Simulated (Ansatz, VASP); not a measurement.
# One calculation of ZrB, two programs

The input POSCAR:

```
ZrB
1.0
    3.4761611204      0.0000000000      0.0000000000
   -1.7380805602      3.0104438380      0.0000000000
    0.0000000000      0.0000000000      5.6606413779
Zr B
2 2
Direct
    0.0000000000      0.0000000000      0.0000000000
    0.0000000000      0.0000000000      0.5000000000
    0.3333333333      0.6666666667      0.2500000000
    0.6666666667      0.3333333333      0.7500000000
```

INCAR.step1

```
SYSTEM = ZrB
PREC = Accurate ; ENCUT = 600
ISMEAR = 0 ; SIGMA = 0.1
LREAL = .False. ; LASPH = .True.
NELM = 100 ; GGA = PE
ALGO = Normal ; EDIFF = 1E-4
LWAVE = .True. ; LCHARG = .False.
```

Contents of INCAR.step2:

```
SYSTEM = ZrB
PREC = Accurate ; ENCUT = 600
EDIFF = 1E-6 ; ISMEAR = 0
SIGMA = 0.1 ; LREAL = .False.
LASPH = .True. ; NELM = 100
ALGO = Normal ; ISIF = 3
LWAVE = .False. ; LCHARG = .False.
METAGGA = R2SCAN ; LMIXTAU = .True.
IBRION = 2 ; NSW = 65
EDIFFG = -0.01 ; ISTART = 1
```

KPOINTS

```
regular mesh
0
Gamma
  12 12 6
  0 0 0
```

Input for Ansatz:

```yaml
crystal:
  lattice:
    - [3.4761611204, 0.0, 0.0]
    - [-1.7380805602, 3.010443838, 0.0]
    - [0.0, 0.0, 5.6606413779]
  atoms:
    - { symbol: Zr, position: [0.0, 0.0, 0.0] }
    - { symbol: B, position: [0.3333333333, 0.6666666667, 0.25] }
    - { symbol: Zr, position: [0.0, 0.0, 0.5] }
    - { symbol: B, position: [0.6666666667, 0.3333333333, 0.75] }
basis:
  ecutwfc: 500
kpoints:
  mp_grid: { grid: [12, 12, 6] }
hamiltonian:
  xc: r2scan
scf:
  occupations: { method: gaussian, width: 0.1 }
output:
  forces: true
  stress: true
  eigenvalues: true
  populations: true
relax:
  adjacent_minimum: "off"
  f_tol: 0.01
  max_steps: 45
  cell: { stress_tol: 0.05 }
```

Alike in both runs: task relaxation of cell and atoms; functional r2SCAN; k mesh 12 × 12 × 6; occupations gaussian, width 0.1 eV; no spin polarisation.

```csv
,VASP,Ansatz
version,VASP 6.6.1,Ansatz 0.2.0
potentials or method,"VASP PAW PBE potentials, release 64 (Zr_sv, B), cutoff 600 eV","scalar-relativistic, plane waves, PAW"
valence electrons in the cell,30,30
```

Ansatz gave:

```
gap on the k mesh at the Fermi level, each at its own relaxed structure (eV) : none
relaxed volume (Å³/atom)                                                     : 15.43
relaxed cell length with the largest relative difference (Å)                 : 6.183
```

Problem. What did VASP give for the same quantities?

Solution. gap on the k mesh at the Fermi level, each at its own relaxed structure (eV): none; relaxed volume (Å³/atom): 15.44; relaxed cell length with the largest relative difference (Å): 6.184.

VASP's potentials were made for PBE, not for r2SCAN. A gap of «none» marks a metal or a gap that the smearing closes.
